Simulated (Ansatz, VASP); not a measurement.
## HfN in VASP and in Ansatz

Contents of INCAR:

```
ALGO = Normal
EDIFF = 1E-7
ENCUT = 520
ISIF = 2
ISMEAR = 0
LASPH = T
LCHARG = F
LREAL = F
LWAVE = F
NBANDS = 14
NELM = 100
PREC = Accurate
SIGMA = 0.15
```

File KPOINTS:

```
k-points
0
Gamma
  16 16 16
```

Contents of POSCAR:

```
HfN
1.0
    0.0000000000      2.5775631000      2.5775631000
    2.5775631000      0.0000000000      2.5775631000
    2.5775631000      2.5775631000      0.0000000000
Hf N
1 1
Direct
    0.0000000000      0.0000000000      0.0000000000
    0.7500000000      0.7500000000      0.7500000000
```

Input for Ansatz:

```yaml
crystal:
  lattice:
    - [0.0, 2.5775631, 2.5775631]
    - [2.5775631, 0.0, 2.5775631]
    - [2.5775631, 2.5775631, 0.0]
  atoms:
    - { symbol: Hf, position: [0.0, 0.0, 0.0] }
    - { symbol: "N", position: [0.75, 0.75, 0.75] }
basis:
  ecutwfc: 420
kpoints:
  mp_grid: { grid: [16, 16, 16] }
hamiltonian:
  xc: lda
scf:
  occupations: { method: gaussian, width: 0.15 }
output:
  forces: true
  stress: true
  eigenvalues: true
```

Change from the starting cell: strain +0.050 along x and y, +0.050 along z, atoms carried along.

Alike in both runs: task single point; functional LDA; k mesh 16 × 16 × 16; occupations gaussian, width 0.15 eV; no spin polarisation.

|  | VASP | Ansatz |
| --- | --- | --- |
| version | VASP 6.6.1 | Ansatz 0.2.0 |
| potentials or method | VASP PAW LDA potentials, release 64 (Hf_pv, N), cutoff 520 eV | scalar-relativistic, plane waves, PAW |
| valence electrons in the cell | 15 | 31 |

```csv
,VASP,Ansatz,Ansatz less VASP
gap on the k mesh at the Fermi level (eV),none,none,-
pressure (GPa),-28.7,-28.2,+0.56
```

LDA's correlation is that of Perdew and Zunger in VASP and of Perdew and Wang (1992) in Ansatz. A gap of «none» marks a metal or a gap that the smearing closes. Both programs put the cell under strong tension, so it lies far from rest at this level. VASP's potentials hold 15 valence electrons a cell and Ansatz's 31, so a difference there can come from the potentials and not from the codes.

Spin-orbit coupling is off throughout.
